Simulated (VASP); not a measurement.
# InGa2N3 (Cmc2_1) in VASP: electric field gradients with PBE

Aim: the electric field gradients of InGa2N3 with PBE.

Program: VASP 6.6.1. These are calculated values, not measurements. Logs are shortened: lines on timing, memory, paths and dates and some standing lists are left out, and cuts for length are marked.

### 1 The cell of the first run

It takes space group Cmc2_1 (No. 36, orthorhombic). The conventional cell has a = 10.020 Å, b = 5.780 Å, c = 5.399 Å, α = 90.00°, β = 90.00°, γ = 90.00°. In (site symmetry m) has 4 N at 2.18 to 2.19 Å within 2.9 Å. Ga (site symmetry 1) has 4 N at 1.97 to 1.98 Å within 2.6 Å. Within 2.6 Å of N (site symmetry 1) lie 3 Ga at 1.97 to 1.98 Å and 1 In at 2.18 Å. N (site symmetry m) has 2 Ga at 1.97 Å and 2 In at 2.18 to 2.19 Å within 2.6 Å.

### 2 Electric field gradients, PBE

File INCAR:

```
PREC = Accurate ; ENCUT = 520
EDIFF = 1E-8 ; ISMEAR = 0
SIGMA = 0.01 ; LREAL = F
LASPH = T ; NELM = 120
ALGO = Normal ; ISIF = 2
LWAVE = F ; LCHARG = F
GGA = PE ; LEFG = T
NBANDS = 66 ; GGA_COMPAT = F
```

File KPOINTS:

```
Automatic mesh
0
Gamma
  6 6 6
```

File POSCAR:

```
InGa2N3
1.0
    5.0102379201     -2.8901780961      0.0000000000
    5.0102379201      2.8901780961      0.0000000000
    0.0000000000      0.0000000000      5.3985911888
In Ga N
2 4 6
Direct
    0.3253906175      0.6746093825      0.9898489831
    0.6746093825      0.3253906175      0.4898489831
    0.0070181772      0.3338035006      0.9925891094
    0.6661964994      0.9929818228      0.9925891094
    0.9929818228      0.6661964994      0.4925891094
    0.3338035006      0.0070181772      0.4925891094
    0.0263514434      0.3337060806      0.3590261733
    0.6662939194      0.9736485566      0.3590261733
    0.9736485566      0.6662939194      0.8590261733
    0.3337060806      0.0263514434      0.8590261733
    0.3078142395      0.6921857605      0.3949214517
    0.6921857605      0.3078142395      0.8949214517
```

Potentials or basis: VASP PAW PBE potentials, release 64 (In_d, Ga_d, N).

On the command line:

```
$ cat potpaw_PBE.64/In_d/POTCAR potpaw_PBE.64/Ga_d/POTCAR potpaw_PBE.64/N/POTCAR > POTCAR
$ mpirun -np 1 vasp_std > vasp.out
```

OUTCAR:

```text
PREC = Accurate
   ENCUT = 520
   EDIFF = 1E-8
   ISMEAR = 0
   LREAL = F
   LASPH = T
   NELM = 120
   ISIF = 2
   GGA = PE

 ion  position               nearest neighbor table
   1  0.325  0.675  0.990-   9 2.18  10 2.18  12 2.18  11 2.19   3 3.30   4 3.30   4 3.30   3 3.30
                             6 3.32   5 3.32   6 3.34   5 3.34   2 3.37   2 3.37   4 3.41   3 3.41
   2  0.675  0.325  0.490-   7 2.18   8 2.18  11 2.18  12 2.19   6 3.30   5 3.30   6 3.30   5 3.30
                             4 3.32   3 3.32   4 3.34   3 3.34   1 3.37   1 3.37   6 3.41   5 3.41
   3  0.007  0.334  0.993-   9 1.97  10 1.97  12 1.97   7 1.98   1 3.30   1 3.30   2 3.32   2 3.34
                             1 3.41
   4  0.666  0.993  0.993-  10 1.97   9 1.97  12 1.97   8 1.98   1 3.30   1 3.30   2 3.32   2 3.34
                             1 3.41
   5  0.993  0.666  0.493-   7 1.97   8 1.97  11 1.97   9 1.98   2 3.30   2 3.30   1 3.32   1 3.34
                             2 3.41
   6  0.334  0.007  0.493-   8 1.97   7 1.97  11 1.97  10 1.98   2 3.30   2 3.30   1 3.32   1 3.34
                             2 3.41
   7  0.026  0.334  0.359-   5 1.97   6 1.97   3 1.98   2 2.18
   8  0.666  0.974  0.359-   6 1.97   5 1.97   4 1.98   2 2.18
   9  0.974  0.666  0.859-   3 1.97   4 1.97   5 1.98   1 2.18
  10  0.334  0.026  0.859-   4 1.97   3 1.97   6 1.98   1 2.18
  11  0.308  0.692  0.395-   5 1.97   6 1.97   2 2.18   1 2.19
  12  0.692  0.308  0.895-   3 1.97   4 1.97   1 2.18   2 2.19

  LATTYP: Found a base centered orthorhombic cell.
 ALAT       =     5.7803561922
 B/A-ratio  =     1.7335395099
 C/A-ratio  =     0.9339547615

  Lattice vectors:

 A1 = (  -5.0102379201,  -2.8901780961,   0.0000000000)
 A2 = (   5.0102379201,  -2.8901780961,   0.0000000000)
 A3 = (   0.0000000000,   0.0000000000,   5.3985911888)

Analysis of symmetry for initial positions (statically):
=====================================================================
 Subroutine PRICEL returns:
 Original cell was already a primitive cell.

 Routine SETGRP: Setting up the symmetry group for a
 base centered orthorhombic supercell.

 Subroutine GETGRP returns: Found  4 space group operations
 (whereof  2 operations were pure point group operations)
 out of a pool of  8 trial point group operations.

The static configuration has the point symmetry C_1h.
 The point group associated with its full space group is C_2v.

Analysis of symmetry for dynamics (positions and initial velocities):
=====================================================================
 Subroutine PRICEL returns:
 Original cell was already a primitive cell.

 Routine SETGRP: Setting up the symmetry group for a
 base centered orthorhombic supercell.

 Subroutine GETGRP returns: Found  4 space group operations
 (whereof  2 operations were pure point group operations)
 out of a pool of  8 trial point group operations.

The dynamic configuration has the point symmetry C_1h.
 The point group associated with its full space group is C_2v.

 Subroutine INISYM returns: Found  4 space group operations
 (whereof  2 operations are pure point group operations),
 and found     1 'primitive' translations

----------------------------------------------------------------------------------------

                                     Primitive cell

  volume of cell :     156.3484

  direct lattice vectors                    reciprocal lattice vectors
     5.010237920 -2.890178096  0.000000000     0.099795660 -0.172999720  0.000000000
     5.010237920  2.890178096  0.000000000     0.099795660  0.172999720  0.000000000
     0.000000000  0.000000000  5.398591189     0.000000000  0.000000000  0.185233511

  length of vectors
     5.784082766  5.784082766  5.398591189     0.199719996  0.199719996  0.185233511

  position of ions in fractional coordinates (direct lattice)
     0.325390617  0.674609383  0.989848983
     0.674609383  0.325390617  0.489848983
     0.007018177  0.333803501  0.992589109
     0.666196499  0.992981823  0.992589109
     0.992981823  0.666196499  0.492589109
     0.333803501  0.007018177  0.492589109
     0.026351443  0.333706081  0.359026173
     0.666293919  0.973648557  0.359026173
     0.973648557  0.666293919  0.859026173
     0.333706081  0.026351443  0.859026173
     0.307814239  0.692185761  0.394921452
[... 119 lines left out ...]
 non-spin polarized calculation
 Gauss-broadening in eV      SIGMA  =   0.01
  energy-cutoff  :      520.00
  volume of cell :      156.35
 maximum number of plane-waves:      4244
 NGX is ok and might be reduce to    48
   NGX = 21   NGY = 21   NGZ = 21

 number of electron     107.9999971 magnetization

 Free energy of the ion-electron system (eV)
  ---------------------------------------------------
  ext. energy  EPLUGINS =         0.00000000
  ---------------------------------------------------
  free energy    TOTEN  =       -69.90947497 eV

  energy without entropy =      -69.90947497  energy(sigma->0) =      -69.90947497

 E-fermi :   5.5994     XC(G=0): -11.2020

 val. band max:        5.5499621320   @ k =   0.0000   0.0000   0.0000
 cond. band min:       6.4251394089   @ k =   0.0000   0.0000   0.0000
 fundamental gap:      0.8751772769
 Fermi energy:         5.5993773040

 k-point     1 :       0.0000    0.0000    0.0000
  band No.  band energies     occupation
      1      -9.7228      2.00000
      2      -9.3035      2.00000
      3      -9.1839      2.00000
      4      -9.1783      2.00000
      5      -9.1482      2.00000
      6      -9.1316      2.00000
[... 1645 lines left out ...]
     65      13.0267      0.00000
     66      13.5532      0.00000

 [... further k-points ...]

------------------------ aborting loop because EDIFF is reached ----------------------------------------

  FORCE on cell =-STRESS in cart. coord.  units (eV):
  Direction    XX          YY          ZZ          XY          YZ          ZX
  --------------------------------------------------------------------------------------
  -------------------------------------------------------------------------------------
  Total        0.1376882      0.1394007      0.1558459      0.0000000      0.0000000      0.0000000
  in kB        1.4109575      1.4285067      1.5970279      0.0000000      0.0000000      0.0000000
  external PRESSURE =       1.4788307 kB  Pullay stress =       0.0000000 kB

 VOLUME and BASIS-vectors are now :
 -----------------------------------------------------------------------------
  energy-cutoff  :      520.00
  volume of cell :      156.35
      direct lattice vectors                 reciprocal lattice vectors
     5.010237920 -2.890178096  0.000000000     0.099795660 -0.172999720  0.000000000
     5.010237920  2.890178096  0.000000000     0.099795660  0.172999720  0.000000000
     0.000000000  0.000000000  5.398591189     0.000000000  0.000000000  0.185233511

 POSITION                                       TOTAL-FORCE (eV/Angst)
 -----------------------------------------------------------------------------------
      5.01024      1.00930      5.34379         0.000000     -0.000101     -0.001350
      5.01024     -1.00930      2.64449         0.000000      0.000101     -0.001350
      1.70760      0.94447      5.35858        -0.000624      0.000362     -0.001527
      8.31288      0.94447      5.35858         0.000624      0.000362     -0.001527
      8.31288     -0.94447      2.65929         0.000624     -0.000362     -0.001527
      1.70760     -0.94447      2.65929        -0.000624     -0.000362     -0.001527
      1.80397      0.88831      1.93824         0.008868     -0.004552     -0.002890
      8.21650      0.88831      1.93824        -0.008868     -0.004552     -0.002890
      8.21650     -0.88831      4.63753        -0.008868      0.004552     -0.002890
      1.80397     -0.88831      4.63753         0.008868      0.004552     -0.002890
      5.01024      1.11090      2.13202         0.000000      0.010445      0.010184
      5.01024     -1.11090      4.83132         0.000000     -0.010445      0.010184
 -----------------------------------------------------------------------------------
    total drift:                                0.000001     -0.000000     -0.003132

  FREE ENERGIE OF THE ION-ELECTRON SYSTEM (eV)
  ---------------------------------------------------
  free  energy   TOTEN  =       -69.9094749736 eV

  energy  without entropy=      -69.9094749736  energy(sigma->0) =      -69.90947497

 Electric field gradients (V/A^2)
---------------------------------------------------------------------
 ion       V_xx      V_yy      V_zz      V_xy      V_xz      V_yz
---------------------------------------------------------------------
   1     -12.357    -7.085    19.443    -0.000    -0.000     6.075
   2     -12.357    -7.085    19.443    -0.000    -0.000    -6.075
   3      -1.954    -1.447     3.401     0.109     2.804    -0.578
   4      -1.954    -1.447     3.401    -0.109    -2.804    -0.578
   5      -1.954    -1.447     3.401     0.109    -2.804     0.578
   6      -1.954    -1.447     3.401    -0.109     2.804     0.578
   7       0.268    -1.192     0.924    -0.579    -1.619     0.781
   8       0.268    -1.192     0.924     0.579     1.619     0.781
   9       0.268    -1.192     0.924    -0.579     1.619    -0.781
  10       0.268    -1.192     0.924     0.579    -1.619    -0.781
  11      -0.209     2.535    -2.327     0.000    -0.000    -0.325
  12      -0.209     2.535    -2.327    -0.000    -0.000     0.325
---------------------------------------------------------------------

 Electric field gradients after diagonalization (V/A^2)
 (convention: |V_zz| > |V_xx| > |V_yy|)
----------------------------------------------------------------------
 ion       V_xx      V_yy      V_zz     asymmetry (V_yy - V_xx)/ V_zz
----------------------------------------------------------------------
   1     -12.357    -8.410    20.768       0.190
   2     -12.357    -8.410    20.768       0.190
   3      -3.216    -1.424     4.640       0.386
   4      -3.216    -1.424     4.640       0.386
   5      -3.216    -1.424     4.640       0.386
   6      -3.216    -1.424     4.640       0.386
   7      -1.452    -1.051     2.503       0.160
   8      -1.452    -1.051     2.503       0.160
   9      -1.452    -1.051     2.503       0.160
  10      -1.452    -1.051     2.503       0.160
  11      -2.348    -0.209     2.557       0.837
  12      -2.348    -0.209     2.557       0.837
----------------------------------------------------------------------

           NMR quadrupolar parameters

 Cq : quadrupolar parameter    Cq=e*Q*V_zz/h
 eta: asymmetry parameters     (V_yy - V_xx)/ V_zz
 Q  : nuclear electric quadrupole moment in mb (millibarn)
----------------------------------------------------------------------
 ion       Cq(MHz)       eta       Q (mb)
----------------------------------------------------------------------
   1       0.050       0.190       1.000
   2       0.050       0.190       1.000
   3       0.011       0.386       1.000
   4       0.011       0.386       1.000
   5       0.011       0.386       1.000
   6       0.011       0.386       1.000
   7       0.006       0.160       1.000
   8       0.006       0.160       1.000
   9       0.006       0.160       1.000
  10       0.006       0.160       1.000
  11       0.006       0.837       1.000
  12       0.006       0.837       1.000
----------------------------------------------------------------------
```

It took 22 min on 1 thread of Intel Xeon 8259CL, shared host; peak memory 0.58 GiB.

What came out:

```yaml
Free_energy: -69.9095 eV
Pressure: 0.1 GPa
Largest_force: 0.015 eV/Å
Band_gap_on_the_k_mesh: 0.88 eV
Largest_electric_field_gradient_by_atom: In +20.8; Ga +4.6; N +2.5, +2.6 (each value once) V/Å²
```

Forces on the atoms (eV/Å):
```
In   0.000  0.000 -0.001
In   0.000  0.000 -0.001
Ga  -0.001  0.000 -0.002
Ga   0.001  0.000 -0.002
Ga   0.001  0.000 -0.002
Ga  -0.001  0.000 -0.002
N    0.009 -0.005 -0.003
N   -0.009 -0.005 -0.003
N   -0.009  0.005 -0.003
N    0.009  0.005 -0.003
N    0.000  0.010  0.010
N    0.000 -0.010  0.010
```

Electric field gradients, principal values (V/Å²):
```
atom   least   middle  greatest (by size)
1 In  -8.410  -12.357              20.768
2 In  -8.410  -12.357              20.768
3 Ga  -1.424   -3.216               4.640
4 Ga  -1.424   -3.216               4.640
5 Ga  -1.424   -3.216               4.640
6 Ga  -1.424   -3.216               4.640
 7 N  -1.051   -1.452               2.503
 8 N  -1.051   -1.452               2.503
 9 N  -1.051   -1.452               2.503
10 N  -1.051   -1.452               2.503
11 N  -0.209   -2.348               2.557
12 N  -0.209   -2.348               2.557
```

Caveat: without QUAD_EFG the Cq values of the log hold for a quadrupole moment of 1 mb, not for the nuclei; spin-orbit coupling is left out, which moves the levels of the heavy elements.
